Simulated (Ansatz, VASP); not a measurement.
One calculation of TiBMoC2, two programs

```
Ti B Mo C
1.0
     3.78873    0.00000    0.00000
    -1.89436    3.28114    0.00000
     0.00000    0.00000    6.44984
Ti B Mo C
1 1 1 2
Direct
  0.66667 0.33333 0.36666
  0.33333 0.66667 0.02623
  0.00000 0.00000 0.60332
  0.00000 0.00000 0.26691
  0.66667 0.33333 0.73688
```

Change from the starting cell: species swapped into the SrLiAlSb2 type (P3m1, No. 156).

Alike in both runs: task relaxation of cell and atoms; functional PBE; k mesh 6 × 6 × 4; occupations gaussian, width 0.1 eV; no spin polarisation.

|  | VASP | Ansatz |
| --- | --- | --- |
| version | VASP 6.6.1 | Ansatz 0.2.0 |
| potentials or method | VASP PAW PBE potentials, release 64 (Ti_sv, B, Mo_sv, C), cutoff 600 eV | scalar-relativistic, plane waves, PAW |
| valence electrons in the cell | 37 | 37 |

```csv
,VASP,Ansatz,Ansatz less VASP
"gap on the k mesh at the Fermi level, each at its own relaxed structure (eV)",none,none,-
relaxed volume (Å³/atom),10.50,10.25,-0.243
relaxed cell length with the largest relative difference (Å),4.304,6.678,+2.3740
```

A gap of «none» marks a metal or a gap that the smearing closes. One of these differences is far larger than is usual between the two programs; its cause wasn't traced.

Noted on VASP's run: the volume moved by over 15 % at a fixed basis, so the end points are rough.
